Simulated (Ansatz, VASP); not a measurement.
## Two plane-wave programs on WS2

```xyz
6
Lattice="3.1266 0.0000 0.0000 -1.5633 2.7077 0.0000 0.0000 0.0000 12.1520" Properties=species:S:1:pos:R:3 pbc="T T T"
W     0.0000    1.8051    3.0380
W     1.5633    0.9026    9.1140
S     0.0000    1.8051    7.5517
S     1.5633    0.9026    1.4756
S     0.0000    1.8051   10.6764
S     1.5633    0.9026    4.6004
```

Change from the starting cell: engineering shear strain xz +0.0000, engineering shear strain yz +0.0000.

Alike in both runs: functional LDA; k mesh 12 × 12 × 4; occupations gaussian, width 0.05 eV; no spin polarisation.

Ansatz relaxed the structure, and its values are those at the end. VASP's run is a single point on that final structure, the one shown.

|  | VASP | Ansatz |
| --- | --- | --- |
| version | VASP 6.6.1 | Ansatz 0.2.0 |
| potentials or method | VASP PAW LDA potentials, release 64 (W_sv, S), cutoff 520 eV | scalar-relativistic, plane waves, PAW |
| valence electrons in the cell | 52 | 52 |

|  | VASP | Ansatz | Ansatz less VASP |
| --- | --- | --- | --- |
| gap on the k mesh at the Fermi level (eV) | 0.85 | 0.84 | -0.010 |
| least direct gap on the mesh (eV) | 1.89 | 1.88 | -0.010 |
| pressure (GPa) | 0.4 | 0.0 | -0.38 |
| rms of the force components (eV/Å) | 0.020 | 0.001 | -0.0185 |

Ansatz warns that its potentials were made for another functional, while VASP's fit it. LDA's correlation is that of Perdew and Zunger in VASP and of Perdew and Wang (1992) in Ansatz. Ansatz's warnings: stress scf threshold loose.

Neither program's run includes spin-orbit coupling.
